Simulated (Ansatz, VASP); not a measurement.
## One calculation of Tc, two programs

INCAR

```
  ALGO = Normal
  EDIFF = 1E-6
  ENCUT = 520
  GGA = PE
  GGA_COMPAT = F
  ISIF = 2
  ISMEAR = -1
  LASPH = T
  LCHARG = F
  LDAU = T
  LDAUJ = 0
  LDAUL = 2
  LDAUPRINT = 1
  LDAUTYPE = 2
  LDAUU = 8
  LMAXMIX = 4
  LORBIT = 11
  LORBMOM = T
  LREAL = F
  LSORBIT = T
  LWAVE = F
  MAGMOM = 0 0 0
  NBANDS = 24
  NELM = 150
  PREC = Accurate
  SIGMA = 0.05
```

The input KPOINTS:

```
k-points
0
Gamma
  9 9 9
```

The input POSCAR:

```
Tc
1.0
    0.0000000000      1.9756608374      1.9756608374
    1.9756608374      0.0000000000      1.9756608374
    1.9756608374      1.9756608374      0.0000000000
Tc
1
Direct
    0.0000000000      0.0000000000      0.0000000000
```

Contents of input.yaml:

```yaml
crystal:
  lattice:
    - [0.0, 1.9756608374, 1.9756608374]
    - [1.9756608374, 0.0, 1.9756608374]
    - [1.9756608374, 1.9756608374, 0.0]
  atoms:
    - { symbol: Tc, position: [0.0, 0.0, 0.0] }
kpoints:
  mp_grid: { grid: [9, 9, 9] }
scf:
  occupations: { method: fermi_dirac, width: 0.05 }
hamiltonian:
  xc: pbe
  pseudopotentials: { kind: all_electron, lapw: { basis_error: 0.0005 } }
  hubbard:
    sites: [{ species: Tc, l: d, u_eff: 8 }]
    double_counting: fll
    projectors: ortho-atomic
magnetization:
  noncollinear: true
  spin_orbit: true
output:
  forces: true
  stress: true
  eigenvalues: true
  hubbard: {}
```

Change from the starting cell: volume scaled by 1.04.

Alike in both runs: task single point; functional PBE; k mesh 9 × 9 × 9; occupations fermi-dirac, width 0.05 eV; non-collinear spin, spin-orbit coupling; Hubbard terms Tc d U = 8.0 eV.

```csv
,VASP,Ansatz
version,VASP 6.6.1,Ansatz 0.2.0
potentials or method,"VASP PAW PBE potentials, release 64 (Tc_pv), cutoff 520 eV","all-electron LAPW, relativistic spinors"
```

|  | VASP | Ansatz | Ansatz less VASP |
| --- | --- | --- | --- |
| pressure (GPa) | 7.4 | 49.3 | +41.85 |

The programs project onto different local orbitals, so the same U acts differently, and such runs can settle in different states. Ansatz ran all-electron here, and VASP with PAW potentials.

Noted on Ansatz's run: U is the effective U less J, on atomic orbitals that reach past the spheres; the k mesh is thin for a metal, which can move the energy by tens of meV per atom.
